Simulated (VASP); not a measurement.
**Cu3H: single point with r2SCAN**

Cu3H, a slab with vacuum:

```
Cu H
1.0
     2.53050    0.00000    0.00000
    -1.26525    2.19148    0.00000
     0.00000    0.00000   23.12986
Cu H
3 1
Cartesian
  0.0000 1.4610 8.5000
  1.2653 0.7341 10.5745
  0.0000 1.4728 12.7141
  0.0000 -1.4508 13.5608
```

```json
{
 "Program": "VASP 6.6.1",
 "Task": "single point",
 "Functional": "r2SCAN",
 "Potentials or basis": "VASP PAW PBE potentials, release 64 (Cu, H)",
 "Cutoff": "520 eV",
 "k mesh": "12 × 12 × 1",
 "Occupations": "gaussian, width 0.1 eV",
 "Spin": "no spin polarisation"
}
```

```
Largest force          : 0.033 eV/Å
Band gap on the k mesh : zero (bands 17 and 18 overlap by 5.52 eV)
```

Forces on the atoms (eV/Å):
```
Cu   0.000  0.003 -0.033
Cu   0.000  0.003  0.009
Cu   0.000 -0.013  0.004
H    0.000  0.006  0.020
```

Levels at points of the mesh, in eV from the Fermi level:
```csv
k point,band 13,band 14,band 15,band 16,band 17,band 18,band 19,band 20,band 21,band 22
"(0.00, 0.00, 0.00)",-2.75,-2.75,-2.35,-2.34,-1.99,-1.99,-0.92,4.29,4.83,5.13
"(0.50, 0.00, 0.00)",-2.06,-1.87,-1.67,-1.52,0.14,1.31,3.50,5.15,5.58,7.77
"(0.00, 0.50, 0.00)",-2.06,-1.87,-1.67,-1.52,0.13,1.32,3.50,5.18,5.58,7.76
```

Run time: 9.3 min on 1 thread of Intel(R) Xeon(R) 6975P-C (Granite Rapids), with other jobs on the host, peak memory 0.34 GiB.

Caveat: the PAW data sets were made with another functional, which shifts forces and pressure a little.
